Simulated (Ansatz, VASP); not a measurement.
Two plane-wave programs on K

INCAR

```
PREC = Accurate
ENCUT = 520
EDIFF = 1E-6
ISMEAR = 0
SIGMA = 0.005
LREAL = F
LASPH = T
NELM = 150
ALGO = Normal
ISIF = 2
LWAVE = F
LCHARG = F
ISPIN = 2
MAGMOM = 1
LORBIT = 11
GGA = PE
IVDW = 12
ISYM = 0
NBANDS = 14
```

The input KPOINTS:

```
Automatic mesh
0
Gamma
  1 1 1
```

File POSCAR:

```
K
1.0
   15.0000000000      0.0000000000      0.0000000000
    0.0000000000     15.5000000000      0.0000000000
    0.0000000000      0.0000000000     16.0000000000
K
1
Direct
    0.5000000000      0.5000000000      0.5000000000
```

Input for Ansatz:

```yaml
crystal:
  lattice:
    - [15.0, 0.0, 0.0]
    - [0.0, 15.5, 0.0]
    - [0.0, 0.0, 16.0]
  atoms:
    - { symbol: K, position: [0.5, 0.5, 0.5], spin: 1.0 }
  symmetry: { detect: false }
basis:
  ecutwfc: 420
kpoints:
  mp_grid: { grid: [1, 1, 1] }
hamiltonian:
  xc: pbe
  dispersion: d3bj
scf:
  occupations: { method: gaussian, width: 0.005 }
output:
  forces: true
  eigenvalues: true
  populations: true
magnetization:
  spin_polarized: true
```

Alike in both runs: task single point; functional PBE; dispersion D3(BJ); k mesh 1 × 1 × 1; occupations gaussian, width 0.005 eV; collinear spin.

|  | VASP | Ansatz |
| --- | --- | --- |
| version | VASP 6.6.1 | Ansatz 0.2.0 |
| potentials or method | VASP PAW PBE potentials, release 64 (K_sv), cutoff 520 eV | scalar-relativistic, plane waves, PAW |
| valence electrons in the cell | 9 | 9 |

```tsv
	VASP	Ansatz	Ansatz less VASP
gap on the k mesh at the Fermi level (eV)	1.02	1.02	+0.001
net moment per atom (μB)	1.00	1.00	0.000
size of the moment on the site where the two differ most (μB)	0.04	1.00	+0.960
```

Site moments also hang on the region over which each program counts them.
